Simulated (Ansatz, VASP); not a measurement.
One calculation of BaZrO3, two programs

File INCAR:

```
SYSTEM = BaZrO3
PREC     = Accurate       ! precision mode
ENCUT    = 520            ! plane-wave cutoff, eV
EDIFF    = 1E-6           ! SCF threshold, eV
ISMEAR   = 0              ! smearing method
SIGMA    = 0.05           ! smearing width, eV
LREAL    = .FALSE.        ! projectors in reciprocal space
LASPH    = .TRUE.         ! aspherical terms in the spheres
NELM     = 100            ! most SCF steps
ALGO     = Normal         ! electronic algorithm
ISIF     = 2              ! what is computed and relaxed
LWAVE    = .FALSE.        ! write WAVECAR
LCHARG   = .TRUE.         ! write CHGCAR
GGA      = PE             ! functional
LELF     = .TRUE.         ! ELF
LVHAR    = .TRUE.       
NBANDS   = 28             ! bands
```

Contents of KPOINTS:

```
regular mesh
0
G
  6 6 6
  0 0 0
```

The input POSCAR:

```
BaZrO3
1.0
    4.2192822667      0.0000000000      0.0000000000
    0.0000000000      4.2192822667      0.0000000000
    0.0000000000      0.0000000000      4.1360093856
Ba Zr O
1 1 3
Direct
    0.0000000000      0.0000000000      0.0000000000
    0.5000000000      0.5000000000      0.5000000000
    0.0000000000      0.5000000000      0.5000000000
    0.5000000000      0.0000000000      0.5000000000
    0.5000000000      0.5000000000      0.0000000000
```

Input for Ansatz:

```yaml
crystal:
  lattice:
    - [4.219282266666666, 0.0, 0.0]
    - [0.0, 4.219282266666666, 0.0]
    - [0.0, 0.0, 4.136009385553266]
  atoms:
    - { symbol: Ba, position: [0.0, 0.0, 0.0] }
    - { symbol: Zr, position: [0.5, 0.5, 0.5] }
    - { symbol: O, position: [0.0, 0.5, 0.5] }
    - { symbol: O, position: [0.5, 0.0, 0.5] }
    - { symbol: O, position: [0.5, 0.5, 0.0] }
basis:
  ecutwfc: 520.0
kpoints:
  mp_grid:
    grid: [6, 6, 6]
hamiltonian:
  xc: pbe
  pseudopotentials:
    kind: paw
scf:
  occupations:
    method: gaussian
    width: 0.05
output:
  stress: true
```

Alike in both runs: task single point; functional PBE; k mesh 6 × 6 × 6; occupations gaussian, width 0.05 eV; no spin polarisation.

|  | VASP | Ansatz |
| --- | --- | --- |
| version | VASP 6.6.1 | Ansatz 0.2.0 |
| potentials or method | VASP PAW PBE potentials, release 64 (Ba_sv, Zr_sv, O), cutoff 520 eV | plane waves, PAW |
| valence electrons in the cell | 40 | 40 |

```tsv
	VASP	Ansatz	Ansatz less VASP
pressure (GPa)	5.2	4.2	-1.05
traceless stress, the component that is largest in VASP (GPa)	3.31	3.24	-0.070
```

Neither program's run includes spin-orbit coupling.
